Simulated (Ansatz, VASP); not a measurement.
## Two plane-wave programs on KCl3

```
CELL_PARAMETERS angstrom
-1.93880 1.93880 7.13650
1.93880 -1.93880 7.13650
1.93880 1.93880 -7.13650
ATOMIC_POSITIONS crystal
K 0.00000 0.00000 0.00000
Cl 0.75000 0.25000 0.50000
Cl 0.25000 0.75000 0.50000
Cl 0.50000 0.50000 0.00000
```

Alike in both runs: task single point; functional PBEsol; k mesh 14 × 14 × 14; occupations gaussian, width 0.1 eV; no spin polarisation.

|  | VASP | Ansatz |
| --- | --- | --- |
| version | VASP 6.6.1 | Ansatz 0.2.0 |
| potentials or method | VASP PAW PBE potentials, release 64 (K_sv, Cl), cutoff 520 eV | scalar-relativistic, plane waves, PAW |
| valence electrons in the cell | 30 | 30 |

```csv
,VASP,Ansatz,Ansatz less VASP
gap on the k mesh at the Fermi level (eV),none,none,-
pressure (GPa),1.8,1.8,-0.07
"traceless stress, the component that is largest in VASP (GPa)",-1.99,-1.87,+0.123
```

VASP's potentials were made for PBE, not for PBEsol. A gap of «none» marks a metal or a gap that the smearing closes.
